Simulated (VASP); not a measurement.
Runs of VASP 6.6.1 on CaLa. The structure is that of space group Pm-3m (No. 221), or close to it. The cells are those of the table. 

```csv
task,cell,cutoff (eV),gap on the mesh (eV),pressure (GPa)
single point,"a = 4.163 Å, 2 atoms",520,none,-0.3
single point,"a = 4.149 Å, 2 atoms",520,none,0.0
single point,"a = 4.135 Å, 2 atoms",520,none,(a)
relaxation of cell and atoms,"relaxed from a = 4.149 Å, 2 atoms",600,none,0.0
relaxation of cell and atoms,"relaxed from a = 4.360 Å, 2 atoms",600,none,-0.1
```

Alike in all rows: level LDA; potentials or basis VASP PAW LDA potentials, release 64 (La, Ca_sv); no spin polarisation; k mesh 5 × 5 × 5; smearing gaussian 0.1 eV.

Task: Fill in the values left out.

Result: (a) 0.3.

Caveats: spin-orbit coupling is left out, which moves the levels of the heavy elements; the relaxation stopped at its first step, so nothing moved (some runs).

A k mesh can miss the band edges, and the runs leave out spin-orbit coupling on La.

A gap of «none» marks levels without a gap at the run's occupations.
